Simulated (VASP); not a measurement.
## SnSe: single point with LDA

System: SnSe, a slab with vacuum.

```
CELL_PARAMETERS angstrom
4.28533 0.00000 0.00000
0.00000 4.28533 0.00000
0.00000 0.00000 10.99069
ATOMIC_POSITIONS crystal
Sn 0.00000 0.50000 0.63687
Sn 0.50000 0.00000 0.37223
Se 0.00000 0.50000 0.38396
Se 0.50000 0.00000 0.61604
```

```
Program             : VASP 6.6.1
Task                : single point
Functional          : LDA
Potentials or basis : VASP PAW LDA potentials, release 64 (Sn_d, Se)
Cutoff              : 520 eV
k mesh              : 8 × 8 × 4
Occupations         : gaussian, width 0.02 eV
Spin                : no spin polarisation
```

```json
{
 "Largest force": "0.752 eV/Å",
 "Band gap on the k mesh": "0.98 eV"
}
```

Forces on the atoms (eV/Å):
```
Sn   0.000  0.000 -0.752
Sn   0.000  0.000  0.182
Se   0.000  0.000  0.496
Se   0.000  0.000  0.074
```

Levels at points of the mesh, in eV from the valence-band top:
```csv
k point,band 16,band 17,band 18,band 19,band 20,band 21,band 22,band 23,band 24,band 25
"(0.00, 0.00, 0.00)",-3.05,-3.05,-1.78,-1.78,-0.34,1.29,3.53,3.71,4.21,4.21
"(0.50, 0.00, 0.00)",-2.23,-1.62,-1.46,-0.52,-0.24,1.26,1.37,1.83,1.97,2.72
"(0.50, 0.50, 0.00)",-4.80,-3.32,-3.32,-1.79,-1.74,3.16,3.52,4.34,4.34,4.85
"(0.00, 0.00, 0.50)",-3.05,-3.05,-1.78,-1.78,-0.34,1.16,3.71,4.21,4.21,4.36
"(0.50, 0.00, 0.50)",-2.23,-1.62,-1.46,-0.52,-0.25,1.26,1.38,1.83,1.97,2.66
"(0.50, 0.50, 0.50)",-4.80,-3.32,-3.32,-1.79,-1.74,3.13,3.49,4.38,4.38,4.84
```

Run time: 2 min on 1 thread of AMD EPYC 9R45 96-Core Processor (Zen 5), with other jobs on the host, peak memory 0.34 GiB.

Caveat: there is no dipole correction, which matters where the two faces differ; spin-orbit coupling is left out, which moves the levels of the heavy elements.
